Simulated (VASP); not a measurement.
## BN: relaxation of cell and atoms with PBEsol

The system is BN.

```
B N
1.0
     2.53600    0.00000    0.00000
    -1.26800    2.19624    0.00000
     0.00000    0.00000    4.19900
B N
2 2
Direct
  0.66667 0.33333 0.00000
  0.33333 0.66667 0.50000
  0.66667 0.33333 0.37500
  0.33333 0.66667 0.87500
```

```
Program                : VASP 6.6.1
Task                   : relaxation of cell and atoms
Functional             : PBEsol
Potentials or basis    : VASP PAW PBE potentials, release 64 (B, N)
Cutoff                 : 600 eV
k mesh                 : 12 × 12 × 6
Occupations            : fermi-dirac, width 0.02 eV
Spin                   : no spin polarisation
Dipole correction      : no
Further INCAR settings : ALGO = Normal; EDIFF = 1e-06; IBRION = 2; EDIFFG = -0.01; NSW = 80; ISIF = 3
```

```json
{"Relaxed volume": "5.88 Å³/atom", "Relaxed cell": "a = 2.542 Å, b = 2.542 Å, c = 4.205 Å, α = 90.00°, β = 90.00°, γ = 120.00°", "Space group after relaxing (to 0.05 Å)": "P6_3mc (No. 186)", "Energy gained by relaxing": "0.3 meV/atom", "Ionic steps": "5", "Pressure after relaxing": "-0.1 GPa", "Largest force after relaxing": "0.010 eV/Å", "Band gap on the k mesh": "4.95 eV, indirect (least direct gap 8.22 eV)"}
```

Forces on the atoms (eV/Å):
```
B    0.000  0.000  0.010
B    0.000  0.000  0.010
N    0.000  0.000 -0.010
N    0.000  0.000 -0.010
```

Step by step:
```
step  energy change (eV)  largest force (eV/Å)  pressure (GPa)  volume (Å³)
   1              0.0000                0.0626            2.28        23.39
   2              0.0004                0.0943           -2.45        23.67
   3             -0.0012                0.0113            0.07        23.52
   4             -0.0012                0.0128            0.03        23.52
   5             -0.0012                0.0098           -0.13        23.53
```

Final structure:
```
CELL_PARAMETERS angstrom
2.54212 0.00000 0.00000
-1.27106 2.20154 0.00000
0.00000 0.00000 4.20454
ATOMIC_POSITIONS crystal
B 0.66667 0.33333 0.00023
B 0.33333 0.66667 0.50023
N 0.66667 0.33333 0.37477
N 0.33333 0.66667 0.87477
```

Levels at points of the mesh, in eV from the valence-band top:
```tsv
k point	band 5	band 6	band 7	band 8	band 9	band 10	band 11	band 12
(0.00, 0.00, 0.00)	-2.15	-0.28	0.00	0.00	8.33	8.33	8.57	9.53
(0.50, 0.00, 0.00)	-6.98	-5.04	-4.50	-2.13	6.57	7.82	10.55	11.42
(0.00, 0.00, 0.50)	-1.19	-1.19	-1.19	-1.19	9.46	9.46	9.89	9.89
(0.50, 0.00, 0.50)	-3.81	-3.81	-3.61	-3.61	6.46	6.46	9.96	9.96
```

Wall time 37 s on 1 thread of Intel(R) Xeon(R) Platinum 8488C (Sapphire Rapids), with other jobs on the host, peak memory 0.15 GiB.

Caveat: the PAW data sets were made with another functional, which shifts forces and pressure a little. Zero-point motion and thermal expansion aren't in these numbers.
